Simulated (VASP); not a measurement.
# MgS (Fm-3m) in VASP: further runs

The runs below take MgS through G0W0 quasiparticle levels, with PBE, r2SCAN.

All numbers are computed with VASP 6.6.1; they aren't measurements. Logs are shortened: lines on timing, memory, paths and dates and some standing lists are left out, and cuts for length are marked.

### 1 The cell of the first run

It takes space group Fm-3m (No. 225, cubic). The conventional cell has a = 5.203 Å, b = 5.203 Å, c = 5.203 Å, α = 90.00°, β = 90.00°, γ = 90.00°. Within 3.4 Å of Mg (site symmetry m-3m) lie 6 S at 2.60 Å. Within 3.4 Å of S (site symmetry m-3m) lie 6 Mg at 2.60 Å.

### 2 G0W0 quasiparticle levels, PBE

Contents of POSCAR:

```
MgS
1.0
    0.0000000000      2.6015179362      2.6015179362
    2.6015179362      0.0000000000      2.6015179362
    2.6015179362      2.6015179362      0.0000000000
Mg S
1 1
Direct
    0.0000000000      0.0000000000      0.0000000000
    0.5000000000      0.5000000000      0.5000000000
```

Contents of INCAR.step1:

```
SYSTEM = MgS
PREC = Accurate ; ENCUT = 500
EDIFF = 1E-8 ; ISMEAR = 0
SIGMA = 0.01 ; LREAL = .FALSE.
LASPH = .TRUE. ; NELM = 100
ALGO = Normal ; LWAVE = .TRUE.
LCHARG = .FALSE. ; GGA = PE
```

Contents of INCAR.step2:

```
SYSTEM = MgS
PREC = Accurate ; ENCUT = 500
EDIFF = 1E-8 ; ISMEAR = 0
SIGMA = 0.01 ; LREAL = .FALSE.
LASPH = .TRUE. ; NELM = 1
ALGO = Exact ; LWAVE = .TRUE.
LCHARG = .FALSE. ; GGA = PE
NBANDS = 61 ; LOPTICS = .TRUE.
ISTART = 1
```

Contents of INCAR.step3:

```
SYSTEM = MgS
PREC = Accurate ; ENCUT = 500
EDIFF = 1E-8 ; ISMEAR = 0
SIGMA = 0.01 ; LREAL = .FALSE.
LASPH = .TRUE. ; ALGO = EVGW0
LWAVE = .FALSE. ; LCHARG = .FALSE.
GGA = PE ; NELMGW = 1
NBANDS = 61 ; ENCUTGW = 80.0
NOMEGA = 96 ; PRECFOCK = Fast
ISTART = 1 ; NBANDSGW = 12
OMEGAMAX = 20
```

Contents of KPOINTS:

```
regular mesh
0
G
  6 6 6
  0 0 0
```

Potentials or basis: VASP PAW PBE potentials, release 64 (Mg_GW, S_GW).

Run with:

```
cat potpaw_PBE.64/Mg_GW/POTCAR potpaw_PBE.64/S_GW/POTCAR > POTCAR
cp INCAR.step1 INCAR
mpirun -np 1 vasp_std > vasp.out
cp INCAR.step2 INCAR
mpirun -np 1 vasp_std > vasp.out
cp INCAR.step3 INCAR
mpirun -np 1 vasp_std > vasp.out
```

OUTCAR:

```text
SYSTEM = MgS
   PREC = Accurate
   ENCUT = 500
   EDIFF = 1E-8
   ISMEAR = 0
   LREAL = .FALSE.
   LASPH = .TRUE.
   GGA = PE
   NELMGW = 1
   ENCUTGW = 80.0
   PRECFOCK = Fast
   ISTART = 1

 ion  position               nearest neighbor table
   1  0.000  0.000  0.000-
   2  0.500  0.500  0.500-

  LATTYP: Found a face centered cubic cell.
 ALAT       =     5.2030358724

  Lattice vectors:

 A1 = (   0.0000000000,   2.6015179362,   2.6015179362)
 A2 = (   2.6015179362,   0.0000000000,   2.6015179362)
 A3 = (   2.6015179362,   2.6015179362,   0.0000000000)

Analysis of symmetry for initial positions (statically):
=====================================================================
 Subroutine PRICEL returns:
 Original cell was already a primitive cell.

 Routine SETGRP: Setting up the symmetry group for a
 face centered cubic supercell.

 Subroutine GETGRP returns: Found 48 space group operations
 (whereof 48 operations were pure point group operations)
 out of a pool of 48 trial point group operations.

The static configuration has the point symmetry O_h .

Analysis of symmetry for dynamics (positions and initial velocities):
=====================================================================
 Subroutine PRICEL returns:
 Original cell was already a primitive cell.

 Routine SETGRP: Setting up the symmetry group for a
 face centered cubic supercell.

 Subroutine GETGRP returns: Found 48 space group operations
 (whereof 48 operations were pure point group operations)
 out of a pool of 48 trial point group operations.

The dynamic configuration has the point symmetry O_h .

 Subroutine INISYM returns: Found 48 space group operations
 (whereof 48 operations are pure point group operations),
 and found     1 'primitive' translations

----------------------------------------------------------------------------------------

                                     Primitive cell

  volume of cell :      35.2136

  direct lattice vectors                    reciprocal lattice vectors
     0.000000000  2.601517936  2.601517936    -0.192195484  0.192195484  0.192195484
     2.601517936  0.000000000  2.601517936     0.192195484 -0.192195484  0.192195484
     2.601517936  2.601517936  0.000000000     0.192195484  0.192195484 -0.192195484

  length of vectors
     3.679101948  3.679101948  3.679101948     0.332892344  0.332892344  0.332892344

  position of ions in fractional coordinates (direct lattice)
     0.000000000  0.000000000  0.000000000
     0.500000000  0.500000000  0.500000000

  ion indices of the primitive-cell ions
   primitive index   ion index
                 1           1
                 2           2

----------------------------------------------------------------------------------------

 KPOINTS: regular mesh

Automatic generation of k-mesh.
 Grid dimensions read from file:
 generate k-points for:    6    6    6

 Generating k-lattice:

  Cartesian coordinates                     Fractional coordinates (reciprocal lattice)
    -0.032032581  0.032032581  0.032032581     0.166666667  0.000000000  0.000000000
     0.032032581 -0.032032581  0.032032581     0.000000000  0.166666667  0.000000000
     0.032032581  0.032032581 -0.032032581     0.000000000  0.000000000  0.166666667

  Length of vectors
     0.055482057  0.055482057  0.055482057

  Shift w.r.t. Gamma in fractional coordinates (k-lattice)
     0.000000000  0.000000000  0.000000000

 Subroutine IBZKPT returns following result:
 ===========================================

 Found     16 irreducible k-points:

 Following reciprocal coordinates:
            Coordinates               Weight
  0.000000  0.000000  0.000000      1.000000
  0.166667  0.000000  0.000000      8.000000
  0.333333  0.000000  0.000000      8.000000
  0.500000  0.000000  0.000000      4.000000
  0.166667  0.166667  0.000000      6.000000
  0.333333  0.166667  0.000000     24.000000
[... 8 lines left out ...]
 -0.333333  0.333333  0.166667     24.000000
 -0.333333  0.500000  0.166667     12.000000
   k-points           NKPTS =     16   k-points in BZ     NKDIM =    216   number of bands    NBANDS=     61
   number of dos      NEDOS =    301   number of ions     NIONS =      2
   total plane-waves  NPLWV =  21952
   dimension x,y,z NGX =    28 NGY =   28 NGZ =   28
   dimension x,y,z NGXF=    56 NGYF=   56 NGZF=   56
   ions per type =               1   1
   NGX,Y,Z   is equivalent  to a cutoff of  12.65, 12.65, 12.65 a.u.
   NGXF,Y,Z  is equivalent  to a cutoff of  25.30, 25.30, 25.30 a.u.
 SYSTEM =  MgS
   PREC   = accura    normal or accurate (medium, high low for compatibility)
   ISTART =      1    job   : 0-new  1-cont  2-samecut
   ICHARG =      0    charge: 1-file 2-atom 10-const
   ISPIN  =      1    spin polarized calculation?
   LNONCOLLINEAR =      F non collinear calculations
   LSORBIT =      F    spin-orbit coupling
   LASPH  =      T    aspherical Exc in radial PAW
   ENCUT  =  500.0 eV  36.75 Ry    6.06 a.u.   6.71  6.71  6.71*2*pi/ulx,y,z
   NELM   =     60;   NELMIN=  2; NELMDL=  0     # of ELM steps
   EDIFF  = 0.1E-07   stopping-criterion for ELM
   LREAL  =      F    real-space projection
   EDIFFG = 0.1E-06   stopping-criterion for IOM
   NSW    =      0    number of steps for IOM
   IBRION =     -1    ionic relax: 0-MD 1-quasi-New 2-CG
   NFREE  =      0    steps in history (QN), initial steepest desc. (CG)
   ISIF   =      0    stress and relaxation
   ISYM   =      3    0-nonsym 1-usesym 2-fastsym
   POTIM  = 0.5000    time-step for ionic-motion
   TEBEG  =    0.0;   TEEND  =   0.0 temperature during run
   PSTRESS=    0.0 pullay stress
   NELECT =       8.0000    total number of electrons
   NUPDOWN=      -1.0000    fix difference up-down
   EMIN   =  10.00;   EMAX   =-10.00  energy-range for DOS
   EFERMI =   0.00;   METHOD = LEGACY
   ISMEAR =     0;   SIGMA  =   0.01  broadening in eV -4-tet -1-fermi 0-gaus
   EFERMI_NEDOS =   21; number of points for ismear=-14 and -15
   IALGO  =     38    algorithm
   IMIX   =      4    mixing-type and parameters
     AMIX     =   0.40;   BMIX     =  1.00
     AMIX_MAG =   1.60;   BMIX_MAG =  1.00
  volume/ion in A,a.u.               =      17.61       118.82
  Fermi-wavevector in a.u.,A,eV,Ry     =   0.998929  1.887702 13.576701  0.997859
  Thomas-Fermi vector in A             =   2.131185
   LORBIT       =      0    0 simple, 1 ext, 2 COOP (PROOUT), +10 PAW based schemes
   GGA     = PE    functional components
   LHFCALC =     T    Hartree Fock is set to
   PRECFOCK=fast      Normal, Fast or Accurate (Low or Medium for compatibility)
   ENCUT4O =  -1.0   cutoff for four orbital integrals eV
   NKREDX  =     1    reduce k-point grid by
   NKREDY  =     1    reduce k-point grid by
   NKREDZ  =     1    reduce k-point grid by
   AEXX    =    1.0000 exact exchange contribution
   HFSCREEN=    0.0000 screening length (either q_TF or 0.3 A-1)
   HFSCREENC=   0.0000 screening length for correlation (either q_TF or 0.3 A-1)
   ENCUTFOCK=  -1.0 apply spherical cutoff to Coloumb kernel
   IVDW    =     0    specifies the selected vdW correction
   LEPSILON=     F    determine dielectric tensor
   LRPA    =     F    only Hartree local field effects (RPA)
   LRPAFORCE           =     F    calculate RPA forces
   ENCUTGW             =  80.0    cutoff for response function in eV
   ENCUTGWSOFT         =  64.0    soft cutoff for Coulomb kernel in GW response function in eV
   ENCUTLF             =  -1.0    cutoff for local field effects
   NELMGW              =     1    number of iterations in solving QP/BSE equation
   NELMHF              =     1    number of iterations in the inner HF iteration
   NKREDLFX            =     1    NKREDLFY  =   1   NKREDLFZ  =   1
 non-spin polarized calculation
 Gauss-broadening in eV      SIGMA  =   0.01
  energy-cutoff  :      500.00
  volume of cell :       35.21
 maximum number of plane-waves:       911
  NGX = 16; NGY = 16; NGZ = 16
   NGX = 13   NGY = 13   NGZ = 13
 maximum number of plane-waves:        64
 NGX is ok and might be reduce to    14

 QP shifts <psi_nk| G(iteration)W_0 |psi_nk>: iteration 1
 for sc-GW calculations column KS-energies equals QP-energies in previous step
 and V_xc(KS)=  KS-energies - (<T + V_ion + V_H > + <T+V_H+V_ion>^1  + <V_x>^1)

 k-point   1 :       0.0000    0.0000    0.0000
  band No.  KS-energies  QP-energies   sigma(KS)   V_xc(KS)     V^pw_x(r,r')   Z            occupation Imag(sigma)

      1      -8.9282      -9.4696     -13.3743     -12.5972     -20.8565       0.6967       2.0000       1.4336
      2       3.7431       3.1084     -14.1171     -13.2978     -16.1595       0.7747       2.0000       0.0418
      3       3.7431       3.1084     -14.1171     -13.2978     -16.1595       0.7747       2.0000       0.0418
      4       3.7431       3.1084     -14.1171     -13.2978     -16.1595       0.7747       2.0000       0.0418
      5       7.4507       8.1758      -9.1070     -10.0111      -5.5077       0.8021       0.0000      -0.0496
      6      11.6609      12.3867      -8.4442      -9.3628      -4.2766       0.7901       0.0000      -0.0697
      7      11.6609      12.3867      -8.4442      -9.3628      -4.2766       0.7901       0.0000      -0.0697
      8      11.6609      12.3867      -8.4442      -9.3628      -4.2766       0.7901       0.0000      -0.0697
      9      14.0089      14.9703      -9.2174     -10.4743      -4.5972       0.7649       0.0000      -0.1248
     10      14.0089      14.9703      -9.2174     -10.4743      -4.5972       0.7649       0.0000      -0.1248
     11      16.2930      16.3422      -7.2112      -7.2772      -1.8375       0.7457       0.0000      -0.2609
     12      16.9243      17.4760      -7.7183      -8.4562      -2.0560       0.7477       0.0000      -0.3892

 k-point   2 :       0.1667    0.0000    0.0000
  band No.  KS-energies  QP-energies   sigma(KS)   V_xc(KS)     V^pw_x(r,r')   Z            occupation Imag(sigma)
[... 225 lines left out ...]
      1      -7.2169      -7.5312     -14.2323     -13.7829     -21.4171       0.6994       2.0000       1.0532
      2      -0.0083      -0.9739     -12.3718     -11.0560     -15.3883       0.7338       2.0000       0.0909
      3       1.1637       0.2696     -12.7523     -11.5643     -15.3665       0.7526       2.0000       0.0666
      4       1.5297       0.7213     -12.6760     -11.6095     -15.0965       0.7580       2.0000       0.0599
      5       8.1418       8.9290      -8.8589      -9.8473      -5.3187       0.7964       0.0000      -0.0526
      6       9.9502      10.5694      -8.6669      -9.4449      -4.7661       0.7960       0.0000      -0.0604
      7      12.8616      13.6935      -8.7668      -9.8600      -4.0747       0.7610       0.0000      -0.1171
      8      13.5119      14.2986      -9.6232     -10.6640      -4.8781       0.7559       0.0000      -0.1188
      9      17.5151      18.1795      -8.9829      -9.8830      -3.1643       0.7382       0.0000      -0.4437
     10      18.7096      19.4077      -9.1355     -10.0683      -3.2525       0.7484       0.0000      -0.5242
     11      19.0882      19.9427      -9.5298     -10.6662      -3.7272       0.7519       0.0000      -0.5456
     12      19.3963      20.4969     -10.5130     -11.9875      -4.7139       0.7465       0.0000      -0.4697
```

It took 2.9 min on 1 thread of Intel Xeon Platinum 8488C (Sapphire Rapids), shared host; peak memory 0.41 GiB.

Results:

```yaml
Quasiparticle_gap: 4.11 eV
Least_direct_quasiparticle_gap: 5.07 eV
Band_gap_of_the_starting_levels_on_the_mesh: 2.77 eV
Least_direct_gap_of_the_starting_levels_on_the_mesh: 3.71 eV
```

Caveat: bands, screening cutoff and mesh are small and nothing is extrapolated, so the quasiparticle values aren't converged.

### 3 G0W0 quasiparticle levels, r2SCAN

POSCAR is that of step 2.

Contents of INCAR.step1:

```
PREC = Accurate
ENCUT = 500
EDIFF = 1E-8
ISMEAR = 0
SIGMA = 0.01
LREAL = False
LASPH = True
NELM = 100
ALGO = Normal
LWAVE = True
LCHARG = False
METAGGA = R2SCAN
LMIXTAU = True
```

Contents of INCAR.step2:

```
PREC = Accurate
ENCUT = 500
EDIFF = 1E-8
ISMEAR = 0
SIGMA = 0.01
LREAL = False
LASPH = True
NELM = 1
ALGO = Exact
LWAVE = True
LCHARG = False
METAGGA = R2SCAN
LMIXTAU = True
NBANDS = 136
LOPTICS = True
ISTART = 1
```

Contents of INCAR.step3:

```
PREC = Accurate
ENCUT = 500
EDIFF = 1E-8
ISMEAR = 0
SIGMA = 0.01
LREAL = False
LASPH = True
ALGO = EVGW0
LWAVE = False
LCHARG = False
METAGGA = R2SCAN
LMIXTAU = True
NELMGW = 1
NBANDS = 136
ENCUTGW = 140.0
NOMEGA = 96
PRECFOCK = Fast
ISTART = 1
NBANDSGW = 12
OMEGAMAX = 20
```

Contents of KPOINTS:

```
regular mesh
0
Gamma
  4 4 4
```

Potentials or basis: VASP PAW PBE potentials, release 64 (Mg_GW, S_GW).

Run with:

```
cat potpaw_PBE.64/Mg_GW/POTCAR potpaw_PBE.64/S_GW/POTCAR > POTCAR
cp INCAR.step1 INCAR
mpirun -np 1 vasp_std > vasp.out
cp INCAR.step2 INCAR
mpirun -np 1 vasp_std > vasp.out
cp INCAR.step3 INCAR
mpirun -np 1 vasp_std > vasp.out
```

OUTCAR:

```text
PREC = Accurate
   ENCUT = 500
   EDIFF = 1E-8
   ISMEAR = 0
   LREAL = False
   LASPH = True
   METAGGA = R2SCAN
   NELMGW = 1
   ENCUTGW = 140.0
   PRECFOCK = Fast
   ISTART = 1

 ion  position               nearest neighbor table
   1  0.000  0.000  0.000-
   2  0.500  0.500  0.500-

  LATTYP: Found a face centered cubic cell.
 ALAT       =     5.2030358724

  Lattice vectors:

 A1 = (   0.0000000000,   2.6015179362,   2.6015179362)
 A2 = (   2.6015179362,   0.0000000000,   2.6015179362)
 A3 = (   2.6015179362,   2.6015179362,   0.0000000000)

Analysis of symmetry for initial positions (statically):
=====================================================================
[... 148 lines left out ...]
   ENCUTGWSOFT         = 112.0    soft cutoff for Coulomb kernel in GW response function in eV
   ENCUTLF             =  -1.0    cutoff for local field effects
   NELMGW              =     1    number of iterations in solving QP/BSE equation
   NELMHF              =     1    number of iterations in the inner HF iteration
   NKREDLFX            =     1    NKREDLFY  =   1   NKREDLFZ  =   1
 non-spin polarized calculation
 Gauss-broadening in eV      SIGMA  =   0.01
  energy-cutoff  :      500.00
  volume of cell :       35.21
 maximum number of plane-waves:       896
 NGX is ok and might be reduce to    28
  NGX = 16; NGY = 16; NGZ = 16
   NGX = 13   NGY = 13   NGZ = 13
 maximum number of plane-waves:       138

 QP shifts <psi_nk| G(iteration)W_0 |psi_nk>: iteration 1
 for sc-GW calculations column KS-energies equals QP-energies in previous step
 and V_xc(KS)=  KS-energies - (<T + V_ion + V_H > + <T+V_H+V_ion>^1  + <V_x>^1)

 k-point   1 :       0.0000    0.0000    0.0000
  band No.  KS-energies  QP-energies   sigma(KS)   V_xc(KS)     V^pw_x(r,r')   Z            occupation Imag(sigma)

      1      -9.6605     -10.0323     -13.9388     -13.4383     -20.8829       0.7429       2.0000       1.5183
      2       3.5270       2.7140     -14.6159     -13.5851     -16.3697       0.7886       2.0000       0.0304
      3       3.5270       2.7140     -14.6159     -13.5851     -16.3697       0.7886       2.0000       0.0304
      4       3.5270       2.7140     -14.6159     -13.5851     -16.3697       0.7886       2.0000       0.0304
      5       8.1437       8.3170      -9.0799      -9.2940      -5.1400       0.8097       0.0000      -0.0531
      6      12.0117      12.4946      -8.4896      -9.0880      -4.2665       0.8070       0.0000      -0.0639
      7      12.0117      12.4946      -8.4896      -9.0880      -4.2665       0.8070       0.0000      -0.0639
      8      12.0117      12.4946      -8.4896      -9.0880      -4.2665       0.8070       0.0000      -0.0639
      9      14.3735      15.0518      -9.3080     -10.1789      -4.6311       0.7788       0.0000      -0.0949
     10      14.3735      15.0518      -9.3080     -10.1789      -4.6311       0.7788       0.0000      -0.0949
     11      17.0672      16.5944      -7.1088      -6.4871      -1.7764       0.7605       0.0000      -0.2379
     12      17.7956      17.7073      -7.6062      -7.4885      -1.9939       0.7503       0.0000      -0.3265
[... 100 lines left out ...]
      1      -7.8948      -8.0325     -14.7560     -14.5619     -21.4294       0.7097       2.0000       1.0467
      2       0.2383      -0.7705     -12.9750     -11.6531     -15.4635       0.7631       2.0000       0.0548
      3       0.2383      -0.7705     -12.9750     -11.6531     -15.4635       0.7631       2.0000       0.0548
      4       1.1737       0.2503     -13.0625     -11.8671     -15.1958       0.7724       2.0000       0.0412
      5       9.4046       9.8911      -9.2563      -9.8626      -5.4243       0.8024       0.0000      -0.0546
      6      12.1227      12.4893      -9.1490      -9.6118      -4.7973       0.7920       0.0000      -0.0696
      7      12.1227      12.4893      -9.1490      -9.6118      -4.7973       0.7920       0.0000      -0.0696
      8      12.2905      12.6927      -8.4226      -8.9325      -3.8982       0.7889       0.0000      -0.0793
      9      18.9903      18.9182      -8.9806      -8.8855      -3.0769       0.7586       0.0000      -0.4366
     10      18.9903      18.9182      -8.9806      -8.8855      -3.0769       0.7586       0.0000      -0.4366
     11      19.9693      20.5875     -10.7620     -11.5777      -4.7987       0.7578       0.0000      -0.3960
     12      20.0889      20.3117      -9.6042      -9.8957      -3.6994       0.7642       0.0000      -0.4876
```

OUTCAR.step1:

```text
PREC = Accurate
   ENCUT = 500
   EDIFF = 1E-8
   ISMEAR = 0
   LREAL = False
[... 291 lines left out ...]
      0.00000      0.00000      0.00000         0.000000     -0.000000      0.000000
      2.60152      2.60152      2.60152        -0.000000      0.000000     -0.000000
 -----------------------------------------------------------------------------------
    total drift:                                0.000000      0.000000      0.000000

  FREE ENERGIE OF THE ION-ELECTRON SYSTEM (eV)
  ---------------------------------------------------
  free  energy   TOTEN  =       -15.4818365899 eV

  energy  without entropy=      -15.4818365899  energy(sigma->0) =      -15.48183659
```

Wall time 2 min (1 thread of Intel Xeon Platinum 8488C (Sapphire Rapids), shared host); peak memory 0.33 GiB.

Results:

| Item | Value |
| --- | --- |
| Quasiparticle gap | 4.60 eV |
| Least direct quasiparticle gap | 5.60 eV |
| Band gap of the starting levels on the mesh | 3.41 eV |
| Least direct gap of the starting levels on the mesh | 4.62 eV |

Caveat: the k points lie up to 0.52 Å⁻¹ apart; bands, screening cutoff and mesh are small and nothing is extrapolated, so the quasiparticle values aren't converged.

(Continued in part 2 of 2.)
